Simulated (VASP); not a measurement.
# Cu in VASP: further runs, part 2 of 2

VASP 6.6.1. The steps go on from the part before.

### 4 Single point, PBE+D4

This run uses another cell than the first one, of 10.21 Å³/atom, 0.865 times its volume.

Input file INCAR:

```
ALGO     = Normal         # electronic algorithm
EDIFF    = 1E-6           # SCF threshold, eV
ENCUT    = 520            # plane-wave cutoff, eV
GGA      = PE             # functional
ISIF     = 2              # what is computed and relaxed
ISMEAR   = 1              # smearing method
IVDW     = 13             # dispersion correction
LASPH    = True           # aspherical terms in the spheres
LCHARG   = True           # write CHGCAR
LELF     = True           # ELF
LREAL    = False          # projectors in reciprocal space
LVHAR    = True         
LWAVE    = False          # write WAVECAR
NBANDS   = 12             # bands
NELM     = 100            # most SCF steps
PREC     = Accurate       # precision mode
SIGMA    = 0.05           # smearing width, eV
```

Input file KPOINTS:

```
k-points
0
Gamma
  13 13 13
```

Input file POSCAR:

```
Cu
1.0
    0.0000000000      1.7220676154      1.7220676154
    1.7220676154      0.0000000000      1.7220676154
    1.7220676154      1.7220676154      0.0000000000
Cu
1
Direct
    0.0000000000      0.0000000000      0.0000000000
```

Potentials or basis: VASP PAW PBE potentials, release 64 (Cu).

Command:

```console
> cat potpaw_PBE.64/Cu/POTCAR > POTCAR
> mpirun -np 1 vasp_std > vasp.out
```

OUTCAR:

```text
EDIFF = 1E-6
   ENCUT = 520
   GGA = PE
   ISIF = 2
   ISMEAR = 1
   IVDW = 13
   LASPH = True
   LREAL = False
   NELM = 100
   PREC = Accurate

 ion  position               nearest neighbor table
   1  0.000  0.000  0.000-

  LATTYP: Found a face centered cubic cell.
 ALAT       =     3.4441352308

  Lattice vectors:

 A1 = (   0.0000000000,   1.7220676154,   1.7220676154)
 A2 = (   1.7220676154,   0.0000000000,   1.7220676154)
 A3 = (   1.7220676154,   1.7220676154,   0.0000000000)

Analysis of symmetry for initial positions (statically):
=====================================================================
 Subroutine PRICEL returns:
 Original cell was already a primitive cell.

 Routine SETGRP: Setting up the symmetry group for a
 face centered cubic supercell.

 Subroutine GETGRP returns: Found 48 space group operations
[... 9 lines left out ...]

 Routine SETGRP: Setting up the symmetry group for a
 face centered cubic supercell.

 Subroutine GETGRP returns: Found 48 space group operations
[... 11 lines left out ...]
                                     Primitive cell

  volume of cell :      10.2136

  direct lattice vectors                    reciprocal lattice vectors
     0.000000000  1.722067615  1.722067615    -0.290348646  0.290348646  0.290348646
     1.722067615  0.000000000  1.722067615     0.290348646 -0.290348646  0.290348646
     1.722067615  1.722067615  0.000000000     0.290348646  0.290348646 -0.290348646

  length of vectors
     2.435371377  2.435371377  2.435371377     0.502898606  0.502898606  0.502898606

  position of ions in fractional coordinates (direct lattice)
     0.000000000  0.000000000  0.000000000

  ion indices of the primitive-cell ions
   primitive index   ion index
                 1           1

----------------------------------------------------------------------------------------

 KPOINTS: k-points

Automatic generation of k-mesh.
 Grid dimensions read from file:
 generate k-points for:   13   13   13

 Generating k-lattice:

  Cartesian coordinates                     Fractional coordinates (reciprocal lattice)
    -0.022334511  0.022334511  0.022334511     0.076923077  0.000000000  0.000000000
     0.022334511 -0.022334511  0.022334511     0.000000000  0.076923077  0.000000000
     0.022334511  0.022334511 -0.022334511     0.000000000  0.000000000  0.076923077

  Length of vectors
     0.038684508  0.038684508  0.038684508

  Shift w.r.t. Gamma in fractional coordinates (k-lattice)
     0.000000000  0.000000000  0.000000000

 Subroutine IBZKPT returns following result:
 ===========================================

 Found     84 irreducible k-points:

 Following reciprocal coordinates:
            Coordinates               Weight
  0.000000  0.000000  0.000000      1.000000
  0.076923  0.000000  0.000000      8.000000
  0.153846  0.000000  0.000000      8.000000
  0.230769  0.000000  0.000000      8.000000
  0.307692  0.000000  0.000000      8.000000
  0.384615  0.000000  0.000000      8.000000
[... 16 lines left out ...]
  0.384615  0.153846  0.000000     24.000000
  0.461538  0.153846  0.000000     24.000000
 [... further k-points ...]
   k-points           NKPTS =     84   k-points in BZ     NKDIM =     84   number of bands    NBANDS=     12
   number of dos      NEDOS =    301   number of ions     NIONS =      1
   total plane-waves  NPLWV =   5832
   dimension x,y,z NGX =    18 NGY =   18 NGZ =   18
   dimension x,y,z NGXF=    36 NGYF=   36 NGZF=   36
   ions per type =               1
   NGX,Y,Z   is equivalent  to a cutoff of  12.29, 12.29, 12.29 a.u.
   NGXF,Y,Z  is equivalent  to a cutoff of  24.57, 24.57, 24.57 a.u.
 SYSTEM =  unknown system
   PREC   = accura    normal or accurate (medium, high low for compatibility)
   ISTART =      0    job   : 0-new  1-cont  2-samecut
   ICHARG =      2    charge: 1-file 2-atom 10-const
   ISPIN  =      1    spin polarized calculation?
   LNONCOLLINEAR =      F non collinear calculations
   LSORBIT =      F    spin-orbit coupling
   LASPH  =      T    aspherical Exc in radial PAW
   ENCUT  =  520.0 eV  38.22 Ry    6.18 a.u.   4.53  4.53  4.53*2*pi/ulx,y,z
   NELM   =    100;   NELMIN=  2; NELMDL= -5     # of ELM steps
   EDIFF  = 0.1E-05   stopping-criterion for ELM
   LREAL  =      F    real-space projection
   EDIFFG = 0.1E-04   stopping-criterion for IOM
   NSW    =      0    number of steps for IOM
   IBRION =     -1    ionic relax: 0-MD 1-quasi-New 2-CG
   NFREE  =      0    steps in history (QN), initial steepest desc. (CG)
   ISIF   =      2    stress and relaxation
   ISYM   =      2    0-nonsym 1-usesym 2-fastsym
   POTIM  = 0.5000    time-step for ionic-motion
   TEBEG  =    0.0;   TEEND  =   0.0 temperature during run
   PSTRESS=    0.0 pullay stress
   NELECT =      11.0000    total number of electrons
   NUPDOWN=      -1.0000    fix difference up-down
   EMIN   =  10.00;   EMAX   =-10.00  energy-range for DOS
   EFERMI =   0.00;   METHOD = LEGACY
   ISMEAR =     1;   SIGMA  =   0.05  broadening in eV -4-tet -1-fermi 0-gaus
   EFERMI_NEDOS =   21; number of points for ismear=-14 and -15
   IALGO  =     38    algorithm
   IMIX   =      4    mixing-type and parameters
     AMIX     =   0.40;   BMIX     =  1.00
     AMIX_MAG =   1.60;   BMIX_MAG =  1.00
  volume/ion in A,a.u.               =      10.21        68.93
  Fermi-wavevector in a.u.,A,eV,Ry     =   1.678078  3.171108 38.313277  2.815946
  Thomas-Fermi vector in A             =   2.762231
   LORBIT       =      0    0 simple, 1 ext, 2 COOP (PROOUT), +10 PAW based schemes
   GGA     = PE    functional components
   LHFCALC =     F    Hartree Fock is set to
   AEXX    =    0.0000 exact exchange contribution
   IVDW    =    13    specifies the selected vdW correction
   LEPSILON=     F    determine dielectric tensor
   LRPA    =     F    only Hartree local field effects (RPA)
 non-spin polarized calculation
 Methfessel and Paxton  Order N= 1 SIGMA  =   0.05
  energy-cutoff  :      520.00
  volume of cell :       10.21
 maximum number of plane-waves:       290
 NGX is ok and might be reduce to    18
   NGX =  9   NGY =  9   NGZ =  9

 number of electron      11.0000000 magnetization

 Free energy of the ion-electron system (eV)
  ---------------------------------------------------
  ext. energy  EPLUGINS =         0.00000000
  ---------------------------------------------------
  free energy    TOTEN  =        -3.56895879 eV

  energy without entropy =       -3.56864859  energy(sigma->0) =       -3.56885539

 E-fermi :   9.7849     XC(G=0): -13.5922

 val. band max:        9.7811725066   @ k =   0.4615   0.3077   0.0000
 cond. band min:       9.7971692348   @ k =  -0.3846   0.1538   0.0000
 fundamental gap:      0.0159967283
 Fermi energy:         9.7848924268

 k-point     1 :       0.0000    0.0000    0.0000
  band No.  band energies     occupation
      1      -0.9842      2.00000
      2       6.0144      2.00000
      3       6.0144      2.00000
      4       6.0144      2.00000
      5       7.0439      2.00000
      6       7.0439      2.00000
      7      33.2722      0.00000
      8      37.0812      0.00000
      9      37.0813      0.00000
     10      37.0813      0.00000
     11      39.7962      0.00000
     12      39.7962      0.00000

 k-point     2 :       0.0769    0.0000    0.0000
  band No.  band energies     occupation
      1      -0.7452      2.00000
      2       5.9565      2.00000
      3       6.0637      2.00000
      4       6.0637      2.00000
      5       7.0241      2.00000
      6       7.0241      2.00000
      7      32.1903      0.00000
      8      34.8674      0.00000
      9      36.4746      0.00000
     10      36.4746      0.00000
     11      40.6849      0.00000
     12      40.6849      0.00000
[... 301 lines left out ...]
 k-point    23 :       0.3846    0.1538    0.0000
  band No.  band energies     occupation
      1       3.2548      2.00000
      2       5.3442      2.00000
      3       5.9433      2.00000
      4       6.4465      2.00000
      5       7.6579      2.00000
      6       7.9764      2.00000
      7      19.7432      0.00000
      8      29.2198      0.00000
      9      29.3546      0.00000
     10      32.1972      0.00000
     11      41.9413      0.00000
     12      42.8569      0.00000

 k-point    24 :       0.4615    0.1538    0.0000
  band No.  band energies     occupation
      1       3.8807      2.00000
      2       5.5330      2.00000
      3       6.0082      2.00000
      4       6.3514      2.00000
      5       7.7739      2.00000
      6       9.1847      2.00000
      7      16.4361      0.00000
      8      27.8672      0.00000
      9      29.5612      0.00000
     10      31.8343      0.00000
     11      42.2109      0.00000
     12      42.3414      0.00000

 [... further k-points ...]

------------------------ aborting loop because EDIFF is reached ----------------------------------------

  DFT-D4 for vdW energy calculation

  Edisp (eV):   -0.64024

  FORCE on cell =-STRESS in cart. coord.  units (eV):
  Direction    XX          YY          ZZ          XY          YZ          ZX
  --------------------------------------------------------------------------------------
  -------------------------------------------------------------------------------------
  Total       1.55363     1.55363     1.55363    -0.00000    -0.00000     0.00000
  in kB     243.71262   243.71262   243.71262    -0.00000    -0.00000     0.00000
  external pressure =      243.71 kB  Pullay stress =        0.00 kB

 VOLUME and BASIS-vectors are now :
 -----------------------------------------------------------------------------
  energy-cutoff  :      520.00
  volume of cell :       10.21
      direct lattice vectors                 reciprocal lattice vectors
     0.000000000  1.722067615  1.722067615    -0.290348646  0.290348646  0.290348646
     1.722067615  0.000000000  1.722067615     0.290348646 -0.290348646  0.290348646
     1.722067615  1.722067615  0.000000000     0.290348646  0.290348646 -0.290348646

 POSITION                                       TOTAL-FORCE (eV/Angst)
 -----------------------------------------------------------------------------------
      0.00000      0.00000      0.00000        -0.000000     -0.000000      0.000000
 -----------------------------------------------------------------------------------
    total drift:                                0.000000     -0.000000     -0.000000

  FREE ENERGIE OF THE ION-ELECTRON SYSTEM (eV)
  ---------------------------------------------------
  free  energy   TOTEN  =        -4.2091978263 eV

  energy  without entropy=       -4.2088876224  energy(sigma->0) =       -4.20909442
```

Run time: 4.8 s. Hardware: 1 thread of Intel Xeon 6975P-C (Granite Rapids), shared host; peak memory 0.12 GiB.

Results:

```yaml
Free_energy: -4.2092 eV
Pressure: 24.4 GPa
Dispersion_energy_per_atom: -0.640 eV
```

Caveat: pairwise dispersion overbinds metals, which lowers pressure and volume.

### 5 The runs side by side

| level | cell | smearing | gap on the mesh (eV) | pressure (GPa) |
| --- | --- | --- | --- | --- |
| PBE | a = 2.556 Å, angles 60.0°, 1 atom | fermi-dirac 0.05 eV | none | 2.2 |
| PBE | a = 2.544, b = 2.574, c = 2.531 Å, angles 60.2, 60.3, 60.6°, 1 atom | fermi-dirac 0.05 eV | none | 2.3 |
| PBE+D4 | a = 2.435 Å, angles 60.0°, 1 atom | methfessel-paxton 0.05 eV | none | 24.4 |

Alike in all rows: task single point; potentials or basis VASP PAW PBE potentials, release 64 (Cu); no spin polarisation; k mesh 13 × 13 × 13; cutoff (eV) 520.

Caveats: pairwise dispersion overbinds metals, which lowers pressure and volume (some runs).

Absolute energies hang on the potentials; compare differences alone.
